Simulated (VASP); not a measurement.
Set up this calculation in VASP 6.6.1, as the native input.

| Property | Result |
| --- | --- |
| Task | single point |
| Functional | PBEsol |
| Potentials or basis | VASP PAW PBE potentials, release 64 (Cd, Rh_pv, N) |
| Cutoff | 520 eV |
| k mesh | 4 × 6 × 4 |
| Occupations | fermi-dirac, width 0.05 eV |
| Spin | no spin polarisation |
| Dipole correction | no |
| Further INCAR settings | ALGO = Normal; EDIFF = 1e-06; NBANDS = 42 |

The structure of Cd3RhN3 lies in POSCAR:

```
Cd3RhN3
1.0
    5.6922223462     -0.0033570435      0.6436011256
   -0.0017908812      3.0704339625     -0.0027074682
    0.6190943913     -0.0053594244      5.7501152740
Cd Rh N
3 1 3
Direct
    0.8503616626     -0.0844578521      0.5551090971
    0.3128709614      0.4173736208      0.8716513270
   -0.2191014110      0.9177866172      0.0786554580
    0.2869100775      0.4153533667      0.3751960651
    1.1307639744     -0.0843249375      0.1892196758
    0.7022058623      0.4162526623      0.8252454377
    0.4639125869     -0.0841503469      0.4274681545
```

One way to write it, as run:

INCAR

```
ALGO     = Normal         # electronic algorithm
EDIFF    = 1E-6           # SCF threshold, eV
ENCUT    = 520            # plane-wave cutoff, eV
GGA      = PS             # functional
ISIF     = 2              # what is computed and relaxed
ISMEAR   = -1             # smearing method
LASPH    = T              # aspherical terms in the spheres
LCHARG   = F              # write CHGCAR
LREAL    = F              # projectors in reciprocal space
LWAVE    = F              # write WAVECAR
NBANDS   = 42             # bands
NELM     = 60             # most SCF steps
PREC     = Accurate       # precision mode
SIGMA    = 0.05           # smearing width, eV
```

KPOINTS

```
k-points
0
Gamma
  4 6 4
```

Potentials or basis: VASP PAW PBE potentials, release 64 (Cd, Rh_pv, N).

The run is started by

```sh
$ cat potpaw_PBE.64/Cd/POTCAR potpaw_PBE.64/Rh_pv/POTCAR potpaw_PBE.64/N/POTCAR > POTCAR
$ mpirun -np 1 vasp_std > vasp.out
```

Results of the run:

The pressure is 1.0 GPa and the largest force is 0.086 eV/Å. The band gap on the k mesh is zero (bands 33 and 34 overlap by 0.22 eV).

Caveat: the PAW data sets were made with another functional, which shifts forces and pressure a little.

Wall time 3.4 min on 1 thread of Intel(R) Xeon(R) Platinum 8488C (Sapphire Rapids) (shared host), peak memory 0.34 GiB.
